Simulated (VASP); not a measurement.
Here is a VASP 6.6.1 calculation.

Contents of INCAR:

```
  PREC = Accurate
  ENCUT = 520
  EDIFF = 1E-7
  ISMEAR = -1
  SIGMA = 0.05
  LREAL = False
  LASPH = True
  NELM = 100
  ALGO = Normal
  ISIF = 2
  LWAVE = False
  LCHARG = False
  GGA = CA
  NBANDS = 36
```

KPOINTS

```
Automatic mesh
0
Gamma
  8 8 3
```

File POSCAR:

```
Ge
1.0
    4.0504045371      0.0000000000      0.0000000000
   -2.0252022685      3.5077532247      0.0000000000
    0.0000000000      0.0000000000     10.9933590000
Ge
4
Direct
    0.6666666667      0.3333333333      0.4148480000
    0.3333333333      0.6666666667      0.9148480000
    0.0000000000      0.0000000000      0.4774520000
    0.0000000000      0.0000000000      0.9774520000
```

Potentials or basis: VASP PAW LDA potentials, release 64 (Ge_d).

Command:

```console
$ cat potpaw_LDA.64/Ge_d/POTCAR > POTCAR
$ mpirun -np 1 vasp_std > vasp.out
```

**Question.** Predict the pressure.

**Answer.** -2.5 GPa.

**Question.** What does it give for the band gap on the k mesh?

**Answer.** 0.57 eV, indirect (least direct gap 0.68 eV).

**Question.** What does it give for the largest force?

**Answer.** 0.269 eV/Å.

Forces on the atoms (eV/Å):
```
Ge   0.000  0.000  0.269
Ge   0.000  0.000  0.269
Ge   0.000  0.000 -0.269
Ge   0.000  0.000 -0.269
```

A k mesh can miss the band edges.
